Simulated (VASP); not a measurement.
Write the native input for VASP 6.6.1 that does the following.

| Quantity | Value |
| --- | --- |
| Task | single point |
| Functional | r2SCAN |
| Potentials or basis | VASP PAW PBE potentials, release 64 (C_h) |
| Cutoff | 910 eV |
| k mesh | 12 × 12 × 12 |
| Occupations | fermi-dirac, width 0.02 eV |
| Spin | no spin polarisation |
| Dipole correction | no |
| Second run | hard_potentials |
| Further INCAR settings | ALGO = Normal; EDIFF = 1e-06; NBANDS = 11 |

Crystal: C.

```
C
1.0
     0.00000    1.78012    1.78012
     1.78012    0.00000    1.78012
     1.78012    1.78012    0.00000
C
2
Direct
  0.00000 0.00000 0.00000
  0.25000 0.25000 0.25000
```

One way to write it, as run:

POSCAR

```
C
1.0
    0.0000000000      1.7801243542      1.7801243542
    1.7801243542      0.0000000000      1.7801243542
    1.7801243542      1.7801243542      0.0000000000
C
2
Direct
    0.0000000000      0.0000000000      0.0000000000
    0.2500000000      0.2500000000      0.2500000000
```

INCAR.step1

```
ALGO     = Normal         # electronic algorithm
EDIFF    = 1E-5           # SCF threshold, eV
ENCUT    = 910            # plane-wave cutoff, eV
GGA      = PE             # functional
GGA_COMPAT= False        
ISMEAR   = -1             # smearing method
LASPH    = True           # aspherical terms in the spheres
LCHARG   = False          # write CHGCAR
LREAL    = False          # projectors in reciprocal space
LWAVE    = True           # write WAVECAR
NBANDS   = 11             # bands
NELM     = 120            # most SCF steps
PREC     = Accurate       # precision mode
SIGMA    = 0.02           # smearing width, eV
```

INCAR.step2

```
ALGO     = Normal         # electronic algorithm
EDIFF    = 1E-6           # SCF threshold, eV
ENCUT    = 910            # plane-wave cutoff, eV
GGA_COMPAT= False        
ISIF     = 2              # what is computed and relaxed
ISMEAR   = -1             # smearing method
ISTART   = 1            
LASPH    = True           # aspherical terms in the spheres
LCHARG   = True           # write CHGCAR
LELF     = True           # ELF
LMIXTAU  = True         
LREAL    = False          # projectors in reciprocal space
LVHAR    = True         
LWAVE    = False          # write WAVECAR
METAGGA  = R2SCAN         # meta-GGA
NBANDS   = 11             # bands
NELM     = 120            # most SCF steps
PREC     = Accurate       # precision mode
SIGMA    = 0.02           # smearing width, eV
```

KPOINTS

```
k-points
0
Gamma
  12 12 12
```

Potentials or basis: VASP PAW PBE potentials, release 64 (C_h).

Command:

```sh
$ cat potpaw_PBE.64/C_h/POTCAR > POTCAR
$ cp INCAR.step1 INCAR
$ mpirun -np 1 vasp_std > vasp.out
$ cp INCAR.step2 INCAR
$ mpirun -np 1 vasp_std > vasp.out
```

Results of the run:

| Property | Result |
| --- | --- |
| Pressure | -0.8 GPa |
| Band gap on the k mesh | 4.39 eV, indirect (least direct gap 5.89 eV) |

Caveat: the cutoff is under 1.25 times the usual one of these potentials, so pressure, stress and relaxed cells hold a basis-set (Pulay) error; the PAW data sets were made with another functional, which shifts forces and pressure a little.

It took 39 s on 1 thread of Intel(R) Xeon(R) 6975P-C (Granite Rapids), on a shared host, peak memory 0.15 GiB.
